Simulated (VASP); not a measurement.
Crystal: Ir.

```
Ir
1.0
     2.75138    0.00000    0.00000
    -1.37569    2.38276    0.00000
     0.00000    0.00000    4.46229
Ir
2
Direct
  0.66667 0.33333 0.75000
  0.33333 0.66667 0.25000
```

Base run:

* Program: VASP 6.6.1
* Functional: PBEsol
* Potentials or basis: VASP PAW PBE potentials, release 64 (Ir)
* Cutoff: 520 eV
* k mesh: 14 × 14 × 8
* Occupations: methfessel-paxton, width 0.05 eV
* Spin: no spin polarisation

Its results: band gap on the k mesh zero (band 9 reaches 10.71 eV, above the bottom of band 10 at 7.53 eV); pressure -11.8 GPa.

Task: The run is repeated on the same cell with these changes: functional from PBEsol to r2SCAN. What comes out?

Result: Band gap on the k mesh zero (band 9 reaches 10.67 eV, above the bottom of band 10 at 7.41 eV); pressure -6.6 GPa.

Caveats: the PAW data sets were made with another functional, which shifts forces and pressure a little; spin-orbit coupling is left out, which moves the levels of the heavy elements.
